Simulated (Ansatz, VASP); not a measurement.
**Co: VASP beside Ansatz**

File INCAR:

```
  ALGO = Normal
  EDIFF = 1E-6
  ENCUT = 520
  GGA = PE
  ISIF = 2
  ISMEAR = 0
  ISPIN = 2
  LASPH = T
  LCHARG = F
  LMAXMIX = 4
  LORBIT = 11
  LREAL = F
  LWAVE = F
  MAGMOM = 1.84 1.84
  NBANDS = 20
  NELM = 150
  PREC = Accurate
  SIGMA = 0.15
```

The input KPOINTS:

```
k-points
0
Gamma
  30 30 16
```

File POSCAR:

```
Co
1.0
    2.6309838886      0.0000000000      0.0000000000
   -1.3154919443      2.2784988845      0.0000000000
    0.0000000000      0.0000000000      3.6192272603
Co
2
Direct
    0.3333333333      0.6666666667      0.2500000000
    0.6666666667      0.3333333333      0.7500000000
```

Input for Ansatz:

```yaml
crystal:
  lattice:
    - [2.6309838638, 0.0, 0.0]
    - [-1.3154919319, 2.278498863, 0.0]
    - [0.0, 0.0, 3.6192273561]
  atoms:
    - { symbol: Co, position: [0.3333333333, 0.6666666667, 0.25], spin: 1.84 }
    - { symbol: Co, position: [0.6666666667, 0.3333333333, 0.75], spin: 1.84 }
basis:
  ecutwfc: 420
kpoints:
  mp_grid: { grid: [30, 30, 16] }
hamiltonian:
  xc: pbe
scf:
  occupations: { method: gaussian, width: 0.15 }
output:
  forces: true
  stress: true
  eigenvalues: true
  populations: true
  write_density: true
  write_potential: true
  elf: true
  volumetric_format: npy
magnetization:
  spin_polarized: true
```

Alike in both runs: task single point; functional PBE; k mesh 30 × 30 × 16; occupations gaussian, width 0.15 eV; collinear spin.

|  | VASP | Ansatz |
| --- | --- | --- |
| version | VASP 6.6.1 | Ansatz 0.2.0 |
| potentials or method | VASP PAW PBE potentials, release 64 (Co), cutoff 520 eV | scalar-relativistic, plane waves, PAW |
| valence electrons in the cell | 18 | 34 |

|  | VASP | Ansatz | Ansatz less VASP |
| --- | --- | --- | --- |
| gap on the k mesh at the Fermi level (eV) | none | none | - |
| pressure (GPa) | 5.1 | 6.0 | +0.84 |
| traceless stress, the component that is largest in VASP (GPa) | 25.04 | 25.97 | +0.928 |
| net moment per atom (μB) | 1.58 | 1.59 | +0.005 |
| size of the moment on the site where the two differ most (μB) | 1.59 | 1.66 | +0.062 |

Site moments also hang on the region over which each program counts them. A gap of «none» marks a metal or a gap that the smearing closes. With one functional, cell and mesh, what is left measures potentials, basis and numerics. VASP's potentials hold 18 valence electrons a cell and Ansatz's 34, so a difference there can come from the potentials and not from the codes.
